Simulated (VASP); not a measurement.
# Mg3Te (I4/mmm) in VASP: a series of runs, part 2 of 2

VASP 6.6.1.

**3. Relaxation of cell and atoms, PBEsol, target pressure 20 GPa, at which the enthalpy is minimised**

INCAR reads:

```
SYSTEM = Mg3Te
PREC = Accurate
ENCUT = 600
EDIFF = 1E-6
ISMEAR = -1
SIGMA = 0.05
LREAL = .FALSE.
LASPH = .TRUE.
NELM = 60
ALGO = Normal
ISIF = 3
LWAVE = .FALSE.
LCHARG = .FALSE.
GGA = PS
IBRION = 2
NSW = 60
EDIFFG = -0.01
PSTRESS = 200.0
```

KPOINTS reads:

```
Automatic mesh
0
G
  9 9 9
  0 0 0
```

POSCAR reads:

```
Mg3Te
1.0
   -2.1393600000      2.1393600000      5.2824880000
    2.1393600000     -2.1393600000      5.2824880000
    2.1393600000      2.1393600000     -5.2824880000
Te Mg
1 3
Direct
    0.0000000000      0.0000000000      0.0000000000
    0.2500000000      0.7500000000      0.5000000000
    0.7500000000      0.2500000000      0.5000000000
    0.5000000000      0.5000000000      0.0000000000
```

Potentials or basis: VASP PAW PBE potentials, release 64 (Te, Mg).

Started as:

```
> cat potpaw_PBE.64/Te/POTCAR potpaw_PBE.64/Mg/POTCAR > POTCAR
> mpirun -np 1 vasp_std > vasp.out
```

OUTCAR:

```text
SYSTEM = Mg3Te
   PREC = Accurate
   ENCUT = 600
   EDIFF = 1E-6
   ISMEAR = -1
   LREAL = .FALSE.
   LASPH = .TRUE.
   NELM = 60
   ISIF = 3
   GGA = PS
   IBRION = 2
   NSW = 60
   EDIFFG = -0.01
   PSTRESS = 200.0

 ion  position               nearest neighbor table
   1  0.000  0.000  0.000-   4 3.03   4 3.03   4 3.03   4 3.03   3 3.40   2 3.40   3 3.40   2 3.40
                             3 3.40   3 3.40   2 3.40   2 3.40
   2  0.250  0.750  0.500-   3 3.03   3 3.03   3 3.03   3 3.03   4 3.40   1 3.40   4 3.40   4 3.40
                             1 3.40   1 3.40   4 3.40   1 3.40
   3  0.750  0.250  0.500-   2 3.03   2 3.03   2 3.03   2 3.03   4 3.40   1 3.40   4 3.40   1 3.40
                             4 3.40   4 3.40   1 3.40   1 3.40
   4  0.500  0.500  0.000-   1 3.03   1 3.03   1 3.03   1 3.03   3 3.40   2 3.40   3 3.40   3 3.40
                             2 3.40   2 3.40   3 3.40   2 3.40

  LATTYP: Found a body centered tetragonal cell.
 ALAT       =     4.2787200000
 C/A-ratio  =     2.4691907860

  Lattice vectors:

 A1 = (  -2.1393600000,   2.1393600000,   5.2824880000)
 A2 = (   2.1393600000,  -2.1393600000,   5.2824880000)
 A3 = (   2.1393600000,   2.1393600000,  -5.2824880000)

Analysis of symmetry for initial positions (statically):
=====================================================================
 Subroutine PRICEL returns:
 Original cell was already a primitive cell.

 Routine SETGRP: Setting up the symmetry group for a
 body centered tetragonal supercell.

 Subroutine GETGRP returns: Found 16 space group operations
 (whereof 16 operations were pure point group operations)
 out of a pool of 16 trial point group operations.

The static configuration has the point symmetry D_4h.

Analysis of symmetry for dynamics (positions and initial velocities):
=====================================================================
 Subroutine PRICEL returns:
 Original cell was already a primitive cell.

 Routine SETGRP: Setting up the symmetry group for a
 body centered tetragonal supercell.

 Subroutine GETGRP returns: Found 16 space group operations
 (whereof 16 operations were pure point group operations)
 out of a pool of 16 trial point group operations.

The dynamic configuration has the point symmetry D_4h.

 Subroutine INISYM returns: Found 16 space group operations
 (whereof 16 operations are pure point group operations),
 and found     1 'primitive' translations

----------------------------------------------------------------------------------------

                                     Primitive cell

  volume of cell :      96.7089

  direct lattice vectors                    reciprocal lattice vectors
    -2.139360000  2.139360000  5.282488000     0.000000000  0.233714756  0.094652368
     2.139360000 -2.139360000  5.282488000     0.233714756  0.000000000  0.094652368
     2.139360000  2.139360000 -5.282488000     0.233714756  0.233714756  0.000000000

  length of vectors
     6.087561243  6.087561243  6.087561243     0.252154036  0.252154036  0.330522577

  position of ions in fractional coordinates (direct lattice)
     0.000000000  0.000000000  0.000000000
     0.250000000  0.750000000  0.500000000
     0.750000000  0.250000000  0.500000000
     0.500000000  0.500000000  0.000000000

  ion indices of the primitive-cell ions
   primitive index   ion index
                 1           1
                 2           2
                 3           3
                 4           4

----------------------------------------------------------------------------------------

 KPOINTS: Automatic mesh

Automatic generation of k-mesh.
 Grid dimensions read from file:
 generate k-points for:    9    9    9

 Generating k-lattice:

  Cartesian coordinates                     Fractional coordinates (reciprocal lattice)
     0.000000000  0.025968306  0.010516930     0.111111111  0.000000000  0.000000000
     0.025968306  0.000000000  0.010516930     0.000000000  0.111111111  0.000000000
     0.025968306  0.025968306  0.000000000     0.000000000  0.000000000  0.111111111

  Length of vectors
     0.028017115  0.028017115  0.036724731

  Shift w.r.t. Gamma in fractional coordinates (k-lattice)
     0.000000000  0.000000000  0.000000000

 Subroutine IBZKPT returns following result:
 ===========================================

 Found     75 irreducible k-points:

 Following reciprocal coordinates:
            Coordinates               Weight
  0.000000  0.000000  0.000000      1.000000
  0.111111 -0.000000  0.000000      8.000000
  0.222222 -0.000000  0.000000      8.000000
  0.333333  0.000000  0.000000      8.000000
  0.444444 -0.000000  0.000000      8.000000
  0.111111  0.111111  0.000000      8.000000
[... 16 lines left out ...]
 -0.333333  0.333333  0.000000      4.000000
  0.444444  0.444444  0.000000      8.000000
 [... further k-points ...]
   k-points           NKPTS =     75   k-points in BZ     NKDIM =     75   number of bands    NBANDS=     10
   number of dos      NEDOS =    301   number of ions     NIONS =      4
   total plane-waves  NPLWV = 125000
   dimension x,y,z NGX =    50 NGY =   50 NGZ =   50
   dimension x,y,z NGXF=   100 NGYF=  100 NGZF=  100
   ions per type =               1   3
   NGX,Y,Z   is equivalent  to a cutoff of  13.65, 13.65, 13.65 a.u.
   NGXF,Y,Z  is equivalent  to a cutoff of  27.31, 27.31, 27.31 a.u.
 SYSTEM =  Mg3Te
   PREC   = accura    normal or accurate (medium, high low for compatibility)
   ISTART =      0    job   : 0-new  1-cont  2-samecut
   ICHARG =      2    charge: 1-file 2-atom 10-const
   ISPIN  =      1    spin polarized calculation?
   LNONCOLLINEAR =      F non collinear calculations
   LSORBIT =      F    spin-orbit coupling
   LASPH  =      T    aspherical Exc in radial PAW
   ENCUT  =  600.0 eV  44.10 Ry    6.64 a.u.  12.16 12.16 12.16*2*pi/ulx,y,z
   NELM   =     60;   NELMIN=  2; NELMDL= -5     # of ELM steps
   EDIFF  = 0.1E-05   stopping-criterion for ELM
   LREAL  =      F    real-space projection
   EDIFFG = -.1E-01   stopping-criterion for IOM
   NSW    =     60    number of steps for IOM
   IBRION =      2    ionic relax: 0-MD 1-quasi-New 2-CG
   NFREE  =      1    steps in history (QN), initial steepest desc. (CG)
   ISIF   =      3    stress and relaxation
   ISYM   =      2    0-nonsym 1-usesym 2-fastsym
   POTIM  = 0.5000    time-step for ionic-motion
   TEBEG  =    0.0;   TEEND  =   0.0 temperature during run
   PSTRESS=  200.0 pullay stress
   NELECT =      12.0000    total number of electrons
   NUPDOWN=      -1.0000    fix difference up-down
   EMIN   =  10.00;   EMAX   =-10.00  energy-range for DOS
   EFERMI =   0.00;   METHOD = LEGACY
   ISMEAR =    -1;   SIGMA  =   0.05  broadening in eV -4-tet -1-fermi 0-gaus
   EFERMI_NEDOS =   21; number of points for ismear=-14 and -15
   IALGO  =     38    algorithm
   IMIX   =      4    mixing-type and parameters
     AMIX     =   0.40;   BMIX     =  1.00
     AMIX_MAG =   1.60;   BMIX_MAG =  1.00
  volume/ion in A,a.u.               =      24.18       163.16
  Fermi-wavevector in a.u.,A,eV,Ry     =   0.816544  1.543045  9.071614  0.666745
  Thomas-Fermi vector in A             =   1.926832
   LORBIT       =      0    0 simple, 1 ext, 2 COOP (PROOUT), +10 PAW based schemes
   GGA     = PS    functional components
   LHFCALC =     F    Hartree Fock is set to
   AEXX    =    0.0000 exact exchange contribution
   IVDW    =     0    specifies the selected vdW correction
   LEPSILON=     F    determine dielectric tensor
   LRPA    =     F    only Hartree local field effects (RPA)
 conjugate gradient relaxation of ions
 non-spin polarized calculation
  energy-cutoff  :      600.00
  volume of cell :       96.71
 maximum number of plane-waves:      3253
 NGX is ok and might be reduce to    50
   NGX = 25   NGY = 25   NGZ = 25

--------------------------------------- Ionic step        1  -------------------------------------------

 number of electron      12.0000000 magnetization

 Free energy of the ion-electron system (eV)
  ---------------------------------------------------
  ext. energy  EPLUGINS =         0.00000000
  ---------------------------------------------------
  free energy    TOTEN  =        -9.41113894 eV

  energy without entropy =       -9.39138501  energy(sigma->0) =       -9.40126197

 E-fermi :   4.4971     XC(G=0):  -9.0018

 val. band max:        4.4969572579   @ k =  -0.1111  -0.2222   0.1111
 cond. band min:       4.5245839966   @ k =   0.4444   0.3333   0.0000
 fundamental gap:      0.0276267387
 Fermi energy:         4.4971348371

 k-point     1 :       0.0000    0.0000    0.0000
  band No.  band energies     occupation
      1      -7.7839      2.00000
      2       0.1768      2.00000
      3       0.2815      2.00000
      4       1.8591      2.00000
      5       1.8591      2.00000
      6       4.7429      0.01457
      7       5.6971      0.00000
      8       6.0477      0.00000
      9       6.0477      0.00000
     10       6.2198      0.00000
[... 616 lines left out ...]
  enthalpy is  TOTEN    =         0.5160942642 eV   P V=        8.8698964108

--------------------------------------- Ionic step        9  -------------------------------------------

 number of electron      12.0000000 magnetization

 Free energy of the ion-electron system (eV)
  ---------------------------------------------------
  ext. energy  EPLUGINS =         0.00000000
  ---------------------------------------------------
  free energy    TOTEN  =        -8.30808189 eV

  energy without entropy =       -8.29838802  energy(sigma->0) =       -8.30323496

 E-fermi :   7.3500     XC(G=0): -10.1874

 val. band max:        7.3212085930   @ k =  -0.3333   0.3333   0.3333
 cond. band min:       7.3564276840   @ k =  -0.4444   0.2222  -0.0000
 fundamental gap:      0.0352190910
 Fermi energy:         7.3499604452

 k-point     1 :       0.0000    0.0000    0.0000
  band No.  band energies     occupation
      1      -6.6842      2.00000
      2       1.9763      2.00000
      3       3.1432      2.00000
      4       3.8920      2.00000
      5       3.8920      2.00000
      6       8.0871      0.00000
      7       8.1110      0.00000
      8       8.1640      0.00000
      9       8.6249      0.00000
     10       8.6249      0.00000
[... 330 lines left out ...]
  FREE ENERGIE OF THE ION-ELECTRON SYSTEM (eV)
  ---------------------------------------------------
  free  energy   TOTEN  =        -8.3080818930 eV

  energy  without entropy=       -8.2983880175  energy(sigma->0) =       -8.30323496

  enthalpy is  TOTEN    =         0.5153968451 eV   P V=        8.8234787382

 reached required accuracy - stopping structural energy minimisation
```

OSZICAR:

```text
N       E                     dE             d eps       ncg     rms          rms(c)
DAV:   1     0.217529637972E+02    0.21753E+02   -0.41974E+03  1500   0.993E+02
DAV:   2    -0.779595297381E+01   -0.29549E+02   -0.28377E+02  1984   0.105E+02
DAV:   3    -0.951524185572E+01   -0.17193E+01   -0.16946E+01  1858   0.251E+01
[... 76 lines left out ...]
DAV:   2    -0.830817381284E+01    0.50974E-03   -0.12520E-03  1550   0.211E-01    0.875E-02
DAV:   3    -0.830808824543E+01    0.85567E-04   -0.40584E-04  1636   0.105E-01    0.313E-02
DAV:   4    -0.830808401950E+01    0.42259E-05   -0.10760E-05  1644   0.246E-02    0.427E-02
DAV:   5    -0.830808223863E+01    0.17809E-05   -0.30524E-06  1486   0.934E-03    0.110E-02
DAV:   6    -0.830808189301E+01    0.34561E-06   -0.17113E-06   796   0.709E-03
   9 F= 0.51539685E+00 E0= 0.52024378E+00  d E =-.625188E-03
```

It took 16 min on 1 thread of Intel Xeon 8259CL, shared host; peak memory 0.46 GiB.

Results:

| Property | Result |
| --- | --- |
| Free energy | -8.3081 eV |
| Relaxed volume | 17.67 Å³/atom |
| Relaxed cell | a = 5.338 Å, b = 5.338 Å, c = 5.338 Å, α = 136.68°, β = 136.68°, γ = 62.93° |
| Space group after relaxing (to 0.1 Å) | I4/mmm (No. 139) |
| Energy change on relaxing (the run minimises the enthalpy) | +275.8 meV/atom |
| Ionic steps | 9 |
| Pressure after relaxing | 20.0 GPa |
| Band gap on the k mesh | zero (bands 6 and 7 overlap by 2.29 eV) |

Step by step:
```tsv
step	energy change (eV)	largest force (eV/Å)	pressure (GPa)	volume (Å³)
1	0.0000	0.0000	-1.09	96.71
2	3.6708	0.0000	50.17	58.66
3	1.0634	0.0000	19.30	71.48
4	1.1190	0.0000	20.02	71.03
5	1.1150	0.0000	20.15	70.73
6	1.1400	0.0000	20.49	70.40
7	1.1471	0.0000	20.57	70.34
8	1.0573	0.0000	19.41	71.06
9	1.1031	0.0000	20.00	70.68
```

Final structure:
```cif
data_structure
_symmetry_space_group_name_H-M 'P 1'
_symmetry_Int_Tables_number 1
_cell_length_a 5.3378
_cell_length_b 5.3378
_cell_length_c 5.3378
_cell_angle_alpha 136.682
_cell_angle_beta 136.682
_cell_angle_gamma 62.927
_cell_volume 70.68
loop_
_atom_site_label
_atom_site_type_symbol
_atom_site_fract_x
_atom_site_fract_y
_atom_site_fract_z
_atom_site_occupancy
Te1 Te 0.00000 0.00000 0.00000 1
Mg1 Mg 0.25000 0.75000 0.50000 1
Mg2 Mg 0.75000 0.25000 0.50000 1
Mg3 Mg 0.50000 0.50000 0.00000 1
```

Levels at points of the mesh, in eV from the Fermi level:
| k point | band 3 | band 4 | band 5 | band 6 | band 7 | band 8 | band 9 | band 10 |
| --- | --- | --- | --- | --- | --- | --- | --- | --- |
| (0.00, 0.00, 0.00) | -4.21 | -3.46 | -3.46 | 0.74 | 0.76 | 0.81 | 1.27 | 1.27 |

Caveat: the cell is relaxed towards a set pressure, so the run minimises the enthalpy, not the energy; the volume moved by over 15 % at a fixed basis, so the end points are rough; the PAW data sets were made with another functional, which shifts forces and pressure a little; spin-orbit coupling is left out, which moves the levels of the heavy elements.

The gap in the log of VASP goes by the Fermi energy; the results here count the filled bands.